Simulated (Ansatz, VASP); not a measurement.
**Two plane-wave programs on Bi**

```
CELL_PARAMETERS angstrom
3.27516 0.00000 0.00000
0.00000 3.27516 0.00000
0.00000 0.00000 3.27516
ATOMIC_POSITIONS crystal
Bi 0.50000 0.50000 0.50000
```

Alike in both runs: task single point; functional r2SCAN; k mesh 16 × 16 × 16; occupations gaussian, width 0.1 eV; no spin polarisation.

```csv
,VASP,Ansatz
version,VASP 6.6.1,Ansatz 0.2.0
potentials or method,"VASP PAW PBE potentials, release 64 (Bi_d), cutoff 520 eV","scalar-relativistic, plane waves, PAW"
valence electrons in the cell,15,15
```

|  | VASP | Ansatz | Ansatz less VASP |
| --- | --- | --- | --- |
| gap on the k mesh at the Fermi level (eV) | none | none | - |
| pressure (GPa) | -1.1 | -1.0 | +0.05 |

VASP's potentials were made for PBE, not for r2SCAN. A gap of «none» marks a metal or a gap that the smearing closes. The functional is the same, so the differences come from potentials, cutoffs and numerics.

Spin-orbit coupling is off throughout.
